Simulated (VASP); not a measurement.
# Ca (Fm-3m) in VASP: notebook

Runs on Ca. Level: LDA. Tasks: single point.

Program: VASP 6.6.1. These are calculated values, not measurements. Logs are shortened: lines on timing, memory, paths and dates and some standing lists are left out, and cuts for length are marked.

## Step 1: The cell of the first run

It takes space group Fm-3m (No. 225, cubic). The conventional cell has a = 5.588 Å, b = 5.588 Å, c = 5.588 Å, α = 90.00°, β = 90.00°, γ = 90.00°. Within 5.2 Å of Ca (site symmetry m-3m) lie 12 Ca at 3.95 Å.

## Step 2: Single point, LDA

INCAR reads:

```
PREC     = Accurate       # precision mode
ENCUT    = 520            # plane-wave cutoff, eV
EDIFF    = 1E-6           # SCF threshold, eV
ISMEAR   = 0              # smearing method
SIGMA    = 0.15           # smearing width, eV
LREAL    = False          # projectors in reciprocal space
LASPH    = True           # aspherical terms in the spheres
NELM     = 80             # most SCF steps
ALGO     = Fast           # electronic algorithm
ISIF     = 2              # what is computed and relaxed
LWAVE    = False          # write WAVECAR
LCHARG   = True           # write CHGCAR
LELF     = True           # ELF
LVHAR    = True         
NBANDS   = 11             # bands
```

KPOINTS reads:

```
Automatic mesh
0
Gamma
  14 14 14
```

POSCAR reads:

```
Ca
1.0
    0.0000000000      2.7942000000      2.7942000000
    2.7942000000      0.0000000000      2.7942000000
    2.7942000000      2.7942000000      0.0000000000
Ca
1
Direct
    0.0000000000      0.0000000000      0.0000000000
```

Potentials or basis: VASP PAW LDA potentials, release 64 (Ca_sv).

The run is started by

```bash
> cat potpaw_LDA.64/Ca_sv/POTCAR > POTCAR
> mpirun -np 1 vasp_std > vasp.out
```

OUTCAR:

```text
PREC = Accurate
   ENCUT = 520
   EDIFF = 1E-6
   ISMEAR = 0
   LREAL = False
   LASPH = True
   NELM = 80
   ISIF = 2

 ion  position               nearest neighbor table
   1  0.000  0.000  0.000-

  LATTYP: Found a face centered cubic cell.
 ALAT       =     5.5884000000

  Lattice vectors:

 A1 = (   0.0000000000,   2.7942000000,   2.7942000000)
 A2 = (   2.7942000000,   0.0000000000,   2.7942000000)
 A3 = (   2.7942000000,   2.7942000000,   0.0000000000)

Analysis of symmetry for initial positions (statically):
=====================================================================
 Subroutine PRICEL returns:
 Original cell was already a primitive cell.

 Routine SETGRP: Setting up the symmetry group for a
 face centered cubic supercell.

 Subroutine GETGRP returns: Found 48 space group operations
 (whereof 48 operations were pure point group operations)
 out of a pool of 48 trial point group operations.

The static configuration has the point symmetry O_h .

Analysis of symmetry for dynamics (positions and initial velocities):
=====================================================================
 Subroutine PRICEL returns:
 Original cell was already a primitive cell.

 Routine SETGRP: Setting up the symmetry group for a
 face centered cubic supercell.

 Subroutine GETGRP returns: Found 48 space group operations
 (whereof 48 operations were pure point group operations)
 out of a pool of 48 trial point group operations.

The dynamic configuration has the point symmetry O_h .

 Subroutine INISYM returns: Found 48 space group operations
 (whereof 48 operations are pure point group operations),
 and found     1 'primitive' translations

----------------------------------------------------------------------------------------

                                     Primitive cell

  volume of cell :      43.6317

  direct lattice vectors                    reciprocal lattice vectors
     0.000000000  2.794200000  2.794200000    -0.178942094  0.178942094  0.178942094
     2.794200000  0.000000000  2.794200000     0.178942094 -0.178942094  0.178942094
     2.794200000  2.794200000  0.000000000     0.178942094  0.178942094 -0.178942094

  length of vectors
     3.951595536  3.951595536  3.951595536     0.309936799  0.309936799  0.309936799

  position of ions in fractional coordinates (direct lattice)
     0.000000000  0.000000000  0.000000000

  ion indices of the primitive-cell ions
   primitive index   ion index
                 1           1

----------------------------------------------------------------------------------------

 KPOINTS: Automatic mesh

Automatic generation of k-mesh.
 Grid dimensions read from file:
 generate k-points for:   14   14   14

 Generating k-lattice:

  Cartesian coordinates                     Fractional coordinates (reciprocal lattice)
    -0.012781578  0.012781578  0.012781578     0.071428571  0.000000000  0.000000000
     0.012781578 -0.012781578  0.012781578     0.000000000  0.071428571  0.000000000
     0.012781578  0.012781578 -0.012781578     0.000000000  0.000000000  0.071428571

  Length of vectors
     0.022138343  0.022138343  0.022138343

  Shift w.r.t. Gamma in fractional coordinates (k-lattice)
     0.000000000  0.000000000  0.000000000

 Subroutine IBZKPT returns following result:
 ===========================================

 Found    104 irreducible k-points:

 Following reciprocal coordinates:
            Coordinates               Weight
  0.000000  0.000000  0.000000      1.000000
  0.071429  0.000000  0.000000      8.000000
  0.142857  0.000000  0.000000      8.000000
  0.214286  0.000000  0.000000      8.000000
  0.285714  0.000000  0.000000      8.000000
  0.357143  0.000000  0.000000      8.000000
[... 16 lines left out ...]
  0.214286  0.142857  0.000000     24.000000
  0.285714  0.142857  0.000000     24.000000
 [... further k-points ...]
   k-points           NKPTS =    104   k-points in BZ     NKDIM =    104   number of bands    NBANDS=     11
   number of dos      NEDOS =    301   number of ions     NIONS =      1
   total plane-waves  NPLWV =  27000
   dimension x,y,z NGX =    30 NGY =   30 NGZ =   30
   dimension x,y,z NGXF=    60 NGYF=   60 NGZF=   60
   ions per type =               1
   NGX,Y,Z   is equivalent  to a cutoff of  12.62, 12.62, 12.62 a.u.
   NGXF,Y,Z  is equivalent  to a cutoff of  25.24, 25.24, 25.24 a.u.
 SYSTEM =  unknown system
   PREC   = accura    normal or accurate (medium, high low for compatibility)
   ISTART =      0    job   : 0-new  1-cont  2-samecut
   ICHARG =      2    charge: 1-file 2-atom 10-const
   ISPIN  =      1    spin polarized calculation?
   LNONCOLLINEAR =      F non collinear calculations
   LSORBIT =      F    spin-orbit coupling
   LASPH  =      T    aspherical Exc in radial PAW
   ENCUT  =  520.0 eV  38.22 Ry    6.18 a.u.   7.35  7.35  7.35*2*pi/ulx,y,z
   NELM   =     80;   NELMIN=  2; NELMDL= -5     # of ELM steps
   EDIFF  = 0.1E-05   stopping-criterion for ELM
   LREAL  =      F    real-space projection
   EDIFFG = 0.1E-04   stopping-criterion for IOM
   NSW    =      0    number of steps for IOM
   IBRION =     -1    ionic relax: 0-MD 1-quasi-New 2-CG
   NFREE  =      0    steps in history (QN), initial steepest desc. (CG)
   ISIF   =      2    stress and relaxation
   ISYM   =      2    0-nonsym 1-usesym 2-fastsym
   POTIM  = 0.5000    time-step for ionic-motion
   TEBEG  =    0.0;   TEEND  =   0.0 temperature during run
   PSTRESS=    0.0 pullay stress
   NELECT =      10.0000    total number of electrons
   NUPDOWN=      -1.0000    fix difference up-down
   EMIN   =  10.00;   EMAX   =-10.00  energy-range for DOS
   EFERMI =   0.00;   METHOD = LEGACY
   ISMEAR =     0;   SIGMA  =   0.15  broadening in eV -4-tet -1-fermi 0-gaus
   EFERMI_NEDOS =   21; number of points for ismear=-14 and -15
   IALGO  =     68    algorithm
   IMIX   =      4    mixing-type and parameters
     AMIX     =   0.40;   BMIX     =  1.00
     AMIX_MAG =   1.60;   BMIX_MAG =  1.00
  volume/ion in A,a.u.               =      43.63       294.44
  Fermi-wavevector in a.u.,A,eV,Ry     =   1.001861  1.893242 13.656506  1.003725
  Thomas-Fermi vector in A             =   2.134310
   LORBIT       =      0    0 simple, 1 ext, 2 COOP (PROOUT), +10 PAW based schemes
   GGA     = CA    functional components
   LHFCALC =     F    Hartree Fock is set to
   AEXX    =    0.0000 exact exchange contribution
   IVDW    =     0    specifies the selected vdW correction
   LEPSILON=     F    determine dielectric tensor
   LRPA    =     F    only Hartree local field effects (RPA)
 non-spin polarized calculation
 RMM-DIIS sequential band-by-band and
 Gauss-broadening in eV      SIGMA  =   0.15
  energy-cutoff  :      520.00
  volume of cell :       43.63
 maximum number of plane-waves:      1211
 NGX is ok and might be reduce to    30
   NGX = 15   NGY = 15   NGZ = 15

 number of electron      10.0000000 magnetization

 number of electron       9.9999997 magnetization

 Free energy of the ion-electron system (eV)
  ---------------------------------------------------
  ext. energy  EPLUGINS =         0.00000000
  ---------------------------------------------------
  free energy    TOTEN  =        -2.17344024 eV

  energy without entropy =       -2.15807864  energy(sigma->0) =       -2.16575944

 E-fermi :   1.6566     XC(G=0):  -7.8570

 val. band max:        1.6450793723   @ k =  -0.4286   0.2143   0.0714
 cond. band min:       1.6821498036   @ k =  -0.3571   0.3571   0.0000
 fundamental gap:      0.0370704312
 Fermi energy:         1.6565907590

 k-point     1 :       0.0000    0.0000    0.0000
  band No.  band energies     occupation
      1     -39.9897      2.00000
      2     -21.2028      2.00000
      3     -21.2028      2.00000
      4     -21.2028      2.00000
      5      -2.3059      2.00000
      6       3.8194      0.00000
      7       3.8194      0.00000
      8       3.8194      0.00000
      9       4.8403      0.00000
     10       4.8403      0.00000
     11      10.7215      0.00000

 k-point     2 :       0.0714    0.0000    0.0000
  band No.  band energies     occupation
      1     -39.9891      2.00000
      2     -21.2092      2.00000
      3     -21.2036      2.00000
      4     -21.2036      2.00000
      5      -2.2205      2.00000
      6       3.7328      0.00000
      7       3.8519      0.00000
      8       3.8519      0.00000
      9       4.8132      0.00000
     10       4.8132      0.00000
     11      10.8156      0.00000

 k-point     3 :       0.1429    0.0000    0.0000
  band No.  band energies     occupation
      1     -39.9874      2.00000
      2     -21.2270      2.00000
      3     -21.2061      2.00000
      4     -21.2061      2.00000
      5      -1.9686      2.00000
      6       3.4979      0.00000
      7       3.9263      0.00000
      8       3.9263      0.00000
      9       4.7647      0.00000
     10       4.7647      0.00000
     11      10.4958      0.00000

 k-point     4 :       0.2143    0.0000    0.0000
  band No.  band energies     occupation
      1     -39.9849      2.00000
      2     -21.2528      2.00000
      3     -21.2097      2.00000
      4     -21.2097      2.00000
      5      -1.5629      2.00000
      6       3.1655      0.00000
      7       3.9677      0.00000
      8       3.9677      0.00000
      9       4.7894      0.00000
     10       4.7894      0.00000
     11       9.3442      0.00000

 k-point     5 :       0.2857    0.0000    0.0000
  band No.  band energies     occupation
      1     -39.9821      2.00000
      2     -21.2811      2.00000
      3     -21.2136      2.00000
      4     -21.2136      2.00000
      5      -1.0271      2.00000
      6       2.7743      0.00000
      7       3.9179      0.00000
      8       3.9179      0.00000
      9       4.9559      0.00000
     10       4.9559      0.00000
     11       8.2528      0.00000
[... 211 lines left out ...]
 k-point    21 :      -0.0714    0.0714    0.0000
  band No.  band energies     occupation
      1     -39.9881      2.00000
      2     -21.2180      2.00000
      3     -21.2075      2.00000
      4     -21.2040      2.00000
      5      -2.0796      2.00000
      6       3.6041      0.00000
      7       3.8863      0.00000
      8       3.9105      0.00000
      9       4.7056      0.00000
     10       4.8457      0.00000
     11      10.9209      0.00000

 k-point    22 :       0.1429    0.1429    0.0000
  band No.  band energies     occupation
      1     -39.9866      2.00000
      2     -21.2263      2.00000
      3     -21.2116      2.00000
      4     -21.2116      2.00000
      5      -1.8573      2.00000
      6       3.4191      0.00000
      7       4.0010      0.00000
      8       4.0010      0.00000
      9       4.4260      0.00000
     10       4.9543      0.00000
     11      11.2172      0.00000

 k-point    23 :       0.2143    0.1429    0.0000
  band No.  band energies     occupation
      1     -39.9848      2.00000
      2     -21.2430      2.00000
      3     -21.2160      2.00000
      4     -21.2150      2.00000
      5      -1.5596      2.00000
      6       3.2054      0.00000
      7       4.0159      0.00000
      8       4.0909      0.00000
      9       4.3346      0.00000
     10       5.0134      0.00000
     11      10.3173      0.00000

 k-point    24 :       0.2857    0.1429    0.0000
  band No.  band energies     occupation
      1     -39.9823      2.00000
      2     -21.2661      2.00000
      3     -21.2205      2.00000
      4     -21.2191      2.00000
      5      -1.1181      2.00000
      6       2.9297      0.00000
      7       3.8089      0.00000
      8       4.1262      0.00000
      9       4.5409      0.00000
     10       5.1305      0.00000
     11       9.0910      0.00000

 [... further k-points ...]

------------------------ aborting loop because EDIFF is reached ----------------------------------------

  FORCE on cell =-STRESS in cart. coord.  units (eV):
  Direction    XX          YY          ZZ          XY          YZ          ZX
  --------------------------------------------------------------------------------------
  -------------------------------------------------------------------------------------
  Total       -0.5769740     -0.5769740     -0.5769740      0.0000000     -0.0000000      0.0000000
  in kB      -21.1867505    -21.1867505    -21.1867505      0.0000000     -0.0000000      0.0000000
  external PRESSURE =     -21.1867505 kB  Pullay stress =       0.0000000 kB

 VOLUME and BASIS-vectors are now :
 -----------------------------------------------------------------------------
  energy-cutoff  :      520.00
  volume of cell :       43.63
      direct lattice vectors                 reciprocal lattice vectors
     0.000000000  2.794200000  2.794200000    -0.178942094  0.178942094  0.178942094
     2.794200000  0.000000000  2.794200000     0.178942094 -0.178942094  0.178942094
     2.794200000  2.794200000  0.000000000     0.178942094  0.178942094 -0.178942094

 POSITION                                       TOTAL-FORCE (eV/Angst)
 -----------------------------------------------------------------------------------
      0.00000      0.00000      0.00000         0.000000      0.000000      0.000000
 -----------------------------------------------------------------------------------
    total drift:                               -0.000000     -0.000000      0.000000

  FREE ENERGIE OF THE ION-ELECTRON SYSTEM (eV)
  ---------------------------------------------------
  free  energy   TOTEN  =        -2.1734402400 eV

  energy  without entropy=       -2.1580786385  energy(sigma->0) =       -2.16575944
```

Wall time 63 s (1 thread of Intel Xeon Platinum 8488C (Sapphire Rapids), shared host); peak memory 0.18 GiB.

What came out:

| Item | Value |
| --- | --- |
| Free energy | -2.1734 eV |
| Pressure | -2.1 GPa |
| Band gap on the k mesh | zero (bands 5 and 6 overlap by 0.27 eV) |

[end of part 1 of 2]
